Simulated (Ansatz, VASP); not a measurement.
Si2B2C in VASP and in Ansatz

```
Si B C
1.0
     3.65311    0.00000    0.00000
    -1.82655    3.16369    0.00000
     0.00000    0.00000    5.84838
Si B C
2 2 1
Direct
  0.33333 0.66667 0.23482
  0.33333 0.66667 0.76518
  0.00000 0.00000 0.50000
  0.33333 0.66667 0.50000
  0.66667 0.33333 0.50000
```

Alike in both runs: task single point; functional PBE; k mesh 6 × 6 × 4; occupations gaussian, width 0.1 eV; no spin polarisation.

```csv
,VASP,Ansatz
version,VASP 6.6.1,Ansatz 0.2.0
potentials or method,"VASP PAW PBE potentials, release 64 (Si, B, C), cutoff 520 eV","scalar-relativistic, plane waves, PAW"
valence electrons in the cell,18,18
```

VASP gave:

* gap on the k mesh at the Fermi level (eV): none
* pressure (GPa): 25.3
* traceless stress, the component that is largest in VASP (GPa): 79.03
* rms of the force components (eV/Å): 5.327

**Question.** What did Ansatz give for the same quantities?

**Answer.** gap on the k mesh at the Fermi level (eV): none; pressure (GPa): 25.5; traceless stress, the component that is largest in VASP (GPa): 79.29; rms of the force components (eV/Å): 5.347.

Atom by atom the forces differ by 0.021 eV/Å (rms over components). A gap of «none» marks a metal or a gap that the smearing closes. The functional is the same, so the differences come from potentials, cutoffs and numerics.
